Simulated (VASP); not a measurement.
# Ag (Im-3m) in VASP: further runs

Runs on Ag. Level: PBEsol. Tasks: single point.

Everything below comes from runs of VASP 6.6.1. Logs are shortened: lines on timing, memory, paths and dates and some standing lists are left out, and cuts for length are marked.

### 1 The cell of the first run

Symmetry: Im-3m, No. 229, cubic system. Conventional cell: a = 3.138 Å, b = 3.138 Å, c = 3.138 Å, α = 90.00°, β = 90.00°, γ = 90.00°. Within 3.6 Å of Ag (site symmetry m-3m) lie 14 Ag at 2.72 to 3.14 Å.

This isn't the form of Ag at room conditions, which is fcc.

### 2 Single point, PBEsol

File INCAR:

```
  PREC = Accurate
  ENCUT = 520
  EDIFF = 1E-7
  ISMEAR = 0
  SIGMA = 0.1
  LREAL = F
  LASPH = T
  NELM = 60
  ALGO = Normal
  ISIF = 2
  LWAVE = F
  LCHARG = F
  GGA = PS
  NBANDS = 12
```

File KPOINTS:

```
regular mesh
0
Gamma
  18 18 18
```

File POSCAR:

```
Ag
1.0
   -1.5687770002      1.5687770002      1.5687770002
    1.5687770002     -1.5687770002      1.5687770002
    1.5687770002      1.5687770002     -1.5687770002
Ag
1
Direct
    0.0000000000      0.0000000000      0.0000000000
```

Potentials or basis: VASP PAW PBE potentials, release 64 (Ag).

Launch:

```console
cat potpaw_PBE.64/Ag/POTCAR > POTCAR
mpirun -np 1 vasp_std > vasp.out
```

OUTCAR:

```text
PREC = Accurate
   ENCUT = 520
   EDIFF = 1E-7
   ISMEAR = 0
   LREAL = F
   LASPH = T
   NELM = 60
   ISIF = 2
   GGA = PS

 ion  position               nearest neighbor table
   1  0.000  0.000  0.000-

  LATTYP: Found a body centered cubic cell.
 ALAT       =     3.1375540004

  Lattice vectors:

 A1 = (  -1.5687770002,   1.5687770002,   1.5687770002)
 A2 = (   1.5687770002,  -1.5687770002,   1.5687770002)
 A3 = (   1.5687770002,   1.5687770002,  -1.5687770002)

Analysis of symmetry for initial positions (statically):
=====================================================================
 Subroutine PRICEL returns:
 Original cell was already a primitive cell.

 Routine SETGRP: Setting up the symmetry group for a
 body centered cubic supercell.

 Subroutine GETGRP returns: Found 48 space group operations
 (whereof 48 operations were pure point group operations)
 out of a pool of 48 trial point group operations.

The static configuration has the point symmetry O_h .

Analysis of symmetry for dynamics (positions and initial velocities):
=====================================================================
 Subroutine PRICEL returns:
 Original cell was already a primitive cell.

 Routine SETGRP: Setting up the symmetry group for a
 body centered cubic supercell.

 Subroutine GETGRP returns: Found 48 space group operations
 (whereof 48 operations were pure point group operations)
 out of a pool of 48 trial point group operations.

The dynamic configuration has the point symmetry O_h .

 Subroutine INISYM returns: Found 48 space group operations
 (whereof 48 operations are pure point group operations),
 and found     1 'primitive' translations

----------------------------------------------------------------------------------------

                                     Primitive cell

  volume of cell :      15.4434

  direct lattice vectors                    reciprocal lattice vectors
    -1.568777000  1.568777000  1.568777000     0.000000000  0.318719614  0.318719614
     1.568777000 -1.568777000  1.568777000     0.318719614  0.000000000  0.318719614
     1.568777000  1.568777000 -1.568777000     0.318719614  0.318719614  0.000000000

  length of vectors
     2.717201470  2.717201470  2.717201470     0.450737601  0.450737601  0.450737601

  position of ions in fractional coordinates (direct lattice)
     0.000000000  0.000000000  0.000000000

  ion indices of the primitive-cell ions
   primitive index   ion index
                 1           1

----------------------------------------------------------------------------------------

 KPOINTS: regular mesh

Automatic generation of k-mesh.
 Grid dimensions read from file:
 generate k-points for:   18   18   18

 Generating k-lattice:

  Cartesian coordinates                     Fractional coordinates (reciprocal lattice)
     0.000000000  0.017706645  0.017706645     0.055555556  0.000000000  0.000000000
     0.017706645  0.000000000  0.017706645     0.000000000  0.055555556  0.000000000
     0.017706645  0.017706645  0.000000000     0.000000000  0.000000000  0.055555556

  Length of vectors
     0.025040978  0.025040978  0.025040978

  Shift w.r.t. Gamma in fractional coordinates (k-lattice)
     0.000000000  0.000000000  0.000000000

 Subroutine IBZKPT returns following result:
 ===========================================

 Found    195 irreducible k-points:

 Following reciprocal coordinates:
            Coordinates               Weight
  0.000000  0.000000  0.000000      1.000000
  0.055556  0.000000  0.000000     12.000000
  0.111111  0.000000  0.000000     12.000000
  0.166667  0.000000  0.000000     12.000000
  0.222222  0.000000  0.000000     12.000000
  0.277778  0.000000  0.000000     12.000000
[... 16 lines left out ...]
  0.333333  0.111111 -0.000000     48.000000
  0.388889  0.111111  0.000000     48.000000
 [... further k-points ...]
   k-points           NKPTS =    195   k-points in BZ     NKDIM =    195   number of bands    NBANDS=     12
   number of dos      NEDOS =    301   number of ions     NIONS =      1
   total plane-waves  NPLWV =   8000
   dimension x,y,z NGX =    20 NGY =   20 NGZ =   20
   dimension x,y,z NGXF=    40 NGYF=   40 NGZF=   40
   ions per type =               1
   NGX,Y,Z   is equivalent  to a cutoff of  12.24, 12.24, 12.24 a.u.
   NGXF,Y,Z  is equivalent  to a cutoff of  24.47, 24.47, 24.47 a.u.
 SYSTEM =  unknown system
   PREC   = accura    normal or accurate (medium, high low for compatibility)
   ISTART =      0    job   : 0-new  1-cont  2-samecut
   ICHARG =      2    charge: 1-file 2-atom 10-const
   ISPIN  =      1    spin polarized calculation?
   LNONCOLLINEAR =      F non collinear calculations
   LSORBIT =      F    spin-orbit coupling
   LASPH  =      T    aspherical Exc in radial PAW
   ENCUT  =  520.0 eV  38.22 Ry    6.18 a.u.   5.05  5.05  5.05*2*pi/ulx,y,z
   NELM   =     60;   NELMIN=  2; NELMDL= -5     # of ELM steps
   EDIFF  = 0.1E-06   stopping-criterion for ELM
   LREAL  =      F    real-space projection
   EDIFFG = 0.1E-05   stopping-criterion for IOM
   NSW    =      0    number of steps for IOM
   IBRION =     -1    ionic relax: 0-MD 1-quasi-New 2-CG
   NFREE  =      0    steps in history (QN), initial steepest desc. (CG)
   ISIF   =      2    stress and relaxation
   ISYM   =      2    0-nonsym 1-usesym 2-fastsym
   POTIM  = 0.5000    time-step for ionic-motion
   TEBEG  =    0.0;   TEEND  =   0.0 temperature during run
   PSTRESS=    0.0 pullay stress
   NELECT =      11.0000    total number of electrons
   NUPDOWN=      -1.0000    fix difference up-down
   EMIN   =  10.00;   EMAX   =-10.00  energy-range for DOS
   EFERMI =   0.00;   METHOD = LEGACY
   ISMEAR =     0;   SIGMA  =   0.10  broadening in eV -4-tet -1-fermi 0-gaus
   EFERMI_NEDOS =   21; number of points for ismear=-14 and -15
   IALGO  =     38    algorithm
   IMIX   =      4    mixing-type and parameters
     AMIX     =   0.40;   BMIX     =  1.00
     AMIX_MAG =   1.60;   BMIX_MAG =  1.00
  volume/ion in A,a.u.               =      15.44       104.22
  Fermi-wavevector in a.u.,A,eV,Ry     =   1.462035  2.762846 29.083094  2.137547
  Thomas-Fermi vector in A             =   2.578296
   LORBIT       =      0    0 simple, 1 ext, 2 COOP (PROOUT), +10 PAW based schemes
   GGA     = PS    functional components
   LHFCALC =     F    Hartree Fock is set to
   AEXX    =    0.0000 exact exchange contribution
   IVDW    =     0    specifies the selected vdW correction
   LEPSILON=     F    determine dielectric tensor
   LRPA    =     F    only Hartree local field effects (RPA)
 non-spin polarized calculation
 Gauss-broadening in eV      SIGMA  =   0.10
  energy-cutoff  :      520.00
  volume of cell :       15.44
 maximum number of plane-waves:       430
   NGX = 11   NGY = 11   NGZ = 11

 number of electron      11.0000007 magnetization

 Free energy of the ion-electron system (eV)
  ---------------------------------------------------
  ext. energy  EPLUGINS =         0.00000000
  ---------------------------------------------------
  free energy    TOTEN  =        -3.22326106 eV

  energy without entropy =       -3.22006974  energy(sigma->0) =       -3.22166540

 E-fermi :   9.7151     XC(G=0): -13.0139

 val. band max:        9.6922535865   @ k =   0.2222   0.1667   0.1111
 cond. band min:       9.7481150290   @ k =   0.3889   0.1111   0.0000
 fundamental gap:      0.0558614424
 Fermi energy:         9.7151251979

 k-point     1 :       0.0000    0.0000    0.0000
  band No.  band energies     occupation
      1       1.1002      2.00000
      2       4.3891      2.00000
      3       4.3891      2.00000
      4       4.3891      2.00000
      5       5.9754      2.00000
      6       5.9754      2.00000
      7      27.9553      0.00000
      8      27.9553      0.00000
      9      27.9553      0.00000
     10      35.2887      0.00000
     11      35.2887      0.00000
     12      35.9628      0.00000

 k-point     2 :       0.0556    0.0000    0.0000
  band No.  band energies     occupation
      1       1.2114      2.00000
      2       4.3583      2.00000
      3       4.3929      2.00000
      4       4.4583      2.00000
      5       5.9404      2.00000
      6       5.9777      2.00000
      7      27.7699      0.00000
      8      27.9461      0.00000
      9      28.0571      0.00000
     10      33.8882      0.00000
     11      34.3508      0.00000
     12      35.2276      0.00000

 k-point     3 :       0.1111    0.0000    0.0000
  band No.  band energies     occupation
      1       1.5326      2.00000
      2       4.2703      2.00000
      3       4.4049      2.00000
      4       4.6613      2.00000
      5       5.8546      2.00000
      6       5.9850      2.00000
      7      27.0747      0.00000
      8      27.8001      0.00000
      9      28.3484      0.00000
     10      32.7335      0.00000
     11      32.9274      0.00000
     12      33.6968      0.00000

 k-point     4 :       0.1667    0.0000    0.0000
  band No.  band energies     occupation
      1       2.0139      2.00000
      2       4.1384      2.00000
      3       4.4460      2.00000
      4       4.9842      2.00000
      5       5.7664      2.00000
      6       5.9986      2.00000
      7      25.6508      0.00000
      8      27.2711      0.00000
      9      28.7885      0.00000
     10      31.9495      0.00000
     11      32.0152      0.00000
     12      32.4084      0.00000

 k-point     5 :       0.2222    0.0000    0.0000
  band No.  band energies     occupation
      1       2.5160      2.00000
      2       3.9808      2.00000
      3       4.6295      2.00000
      4       5.4028      2.00000
      5       5.7233      2.00000
      6       6.0195      2.00000
      7      23.6408      0.00000
      8      26.3849      0.00000
      9      29.3157      0.00000
     10      30.1975      0.00000
     11      31.6970      0.00000
     12      32.9219      0.00000
[... 228 lines left out ...]
      1       3.0456      2.00000
      2       3.8813      2.00000
      3       4.6173      2.00000
      4       5.6544      2.00000
      5       6.0920      2.00000
      6       6.5935      2.00000
      7      21.5660      0.00000
      8      24.1223      0.00000
      9      26.9858      0.00000
     10      29.9041      0.00000
     11      33.6393      0.00000
     12      34.2804      0.00000

 k-point    22 :       0.2778    0.1111   -0.0000
  band No.  band energies     occupation
      1       3.0365      2.00000
      2       3.7333      2.00000
      3       5.1609      2.00000
      4       5.7365      2.00000
      5       6.1897      2.00000
      6       7.4685      2.00000
      7      19.2920      0.00000
      8      23.3482      0.00000
      9      25.9241      0.00000
     10      30.4072      0.00000
     11      34.1659      0.00000
     12      34.3950      0.00000

 k-point    23 :       0.3333    0.1111   -0.0000
  band No.  band energies     occupation
      1       2.9303      2.00000
      2       3.6207      2.00000
      3       5.5596      2.00000
      4       5.8545      2.00000
      5       6.3670      2.00000
      6       8.5697      2.00000
      7      17.1533      0.00000
      8      22.7269      0.00000
      9      25.0936      0.00000
     10      30.8328      0.00000
     11      34.1699      0.00000
     12      34.7463      0.00000

 k-point    24 :       0.3889    0.1111    0.0000
  band No.  band energies     occupation
      1       2.8375      2.00000
      2       3.5507      2.00000
      3       5.7383      2.00000
      4       5.9006      2.00000
      5       6.6162      2.00000
      6       9.7481      0.64082
      7      15.3530      0.00000
      8      22.3183      0.00000
      9      24.5637      0.00000
     10      31.1249      0.00000
     11      34.2587      0.00000
     12      34.6766      0.00000

 [... further k-points ...]

------------------------ aborting loop because EDIFF is reached ----------------------------------------

  FORCE on cell =-STRESS in cart. coord.  units (eV):
  Direction    XX          YY          ZZ          XY          YZ          ZX
  --------------------------------------------------------------------------------------
  -------------------------------------------------------------------------------------
  Total        1.1205849      1.1205849      1.1205849     -0.0000000     -0.0000000      0.0000000
  in kB      116.2550249    116.2550249    116.2550249     -0.0000000     -0.0000000      0.0000000
  external PRESSURE =     116.2550249 kB  Pullay stress =       0.0000000 kB

 VOLUME and BASIS-vectors are now :
 -----------------------------------------------------------------------------
  energy-cutoff  :      520.00
  volume of cell :       15.44
      direct lattice vectors                 reciprocal lattice vectors
    -1.568777000  1.568777000  1.568777000     0.000000000  0.318719614  0.318719614
     1.568777000 -1.568777000  1.568777000     0.318719614  0.000000000  0.318719614
     1.568777000  1.568777000 -1.568777000     0.318719614  0.318719614  0.000000000

 POSITION                                       TOTAL-FORCE (eV/Angst)
 -----------------------------------------------------------------------------------
      0.00000      0.00000      0.00000         0.000000      0.000000      0.000000
 -----------------------------------------------------------------------------------
    total drift:                                0.000000     -0.000000      0.000000

  FREE ENERGIE OF THE ION-ELECTRON SYSTEM (eV)
  ---------------------------------------------------
  free  energy   TOTEN  =        -3.2232610650 eV

  energy  without entropy=       -3.2200697420  energy(sigma->0) =       -3.22166540
```

Run time: 21 s. Hardware: 1 thread of Intel Xeon 8259CL, shared host; peak memory 0.15 GiB.

Results:

- Free energy: -3.2233 eV
- Pressure: 11.6 GPa
- Band gap on the k mesh: zero (an odd number of electrons rules out a gap without spin polarisation)

Caveat: the cell stands under pressure; the PAW data sets were made with another functional, which shifts forces and pressure a little.

### 3 Single point, PBEsol

This run uses another cell than the first one, of 12.19 Å³/atom.

File INCAR:

```
SYSTEM = Ag
  PREC = Accurate
  ENCUT = 520
  EDIFF = 1E-6
  ISMEAR = 0
  SIGMA = 0.1
  LREAL = .False.
  LASPH = .True.
  NELM = 80
  ALGO = Fast
  ISIF = 2
  LWAVE = .False.
  LCHARG = .False.
  GGA = PS
  NBANDS = 12
```

File KPOINTS:

```
regular mesh
0
Gamma
  20 20 20
  0 0 0
```

File POSCAR:

```
Ag
1.0
   -1.4499425848      1.4499425848      1.4499425848
    1.4499425848     -1.4499425848      1.4499425848
    1.4499425848      1.4499425848     -1.4499425848
Ag
1
Direct
    0.0000000000      0.0000000000      0.0000000000
```

Potentials or basis: VASP PAW PBE potentials, release 64 (Ag).

Launch:

```console
cat potpaw_PBE.64/Ag/POTCAR > POTCAR
mpirun -np 1 vasp_std > vasp.out
```

It took 29 s on 1 thread of Intel Xeon 8259CL, shared host; peak memory 0.16 GiB.

Results (log left out):

```
Free energy            : -2.3715 eV
Pressure               : 89.0 GPa
Band gap on the k mesh : zero (an odd number of electrons rules out a gap without spin polarisation)
```

Levels at points of the mesh, in eV from the Fermi level:
| k point | band 1 | band 2 | band 3 | band 4 | band 5 | band 6 | band 7 | band 8 | band 9 | band 10 |
| --- | --- | --- | --- | --- | --- | --- | --- | --- | --- | --- |
| (0.00, 0.00, 0.00) | -10.91 | -6.79 | -6.79 | -6.79 | -4.48 | -4.48 | 18.46 | 18.46 | 18.46 | 28.52 |
| (0.50, 0.00, 0.00) | -9.39 | -8.19 | -4.54 | -4.20 | -2.60 | -1.26 | 6.43 | 13.90 | 17.56 | 24.74 |
| (0.50, 0.50, 0.50) | -9.46 | -9.46 | -3.06 | -3.06 | -3.06 | 7.69 | 7.69 | 7.69 | 17.06 | 17.06 |

Caveat: the cell stands under pressure; the PAW data sets were made with another functional, which shifts forces and pressure a little.

(Continued in part 2 of 2.)
